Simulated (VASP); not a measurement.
Ca:

```xyz
1
Lattice="0.0000 2.7942 2.7942 2.7942 0.0000 2.7942 2.7942 2.7942 0.0000" Properties=species:S:1:pos:R:3 pbc="T T T"
Ca    0.0000    0.0000    0.0000
```

```yaml
Program: VASP 6.6.1
Task: relaxation of cell and atoms
Functional: PBE
Potentials_or_basis: VASP PAW PBE potentials, release 64 (Ca_sv)
Cutoff: 500 eV
k_mesh: 6 × 6 × 6
Occupations: fermi-dirac, width 0.05 eV
Spin: no spin polarisation
```

At the start: pressure -0.6 GPa; volume 43.63 Å³/atom.

Q: Where does the relaxation end?

A: Over 3 steps the energy falls by 3.2 meV/atom and the volume is 42.01 Å³/atom (-3.7 %); space group Fm-3m (No. 225, to 0.05 Å).

Step by step:
| step | energy change (eV) | largest force (eV/Å) | pressure (GPa) | volume (Å³) |
| --- | --- | --- | --- | --- |
| 1 | 0.0000 | 0.0000 | -0.61 | 43.63 |
| 2 | -0.0028 | 0.0000 | -0.23 | 42.59 |
| 3 | -0.0032 | 0.0000 | 0.00 | 42.01 |

Final structure:
```
CELL_PARAMETERS angstrom
0.00000 2.75911 2.75911
2.75911 0.00000 2.75911
2.75911 2.75911 0.00000
ATOMIC_POSITIONS crystal
Ca 0.00000 0.00000 0.00000
```
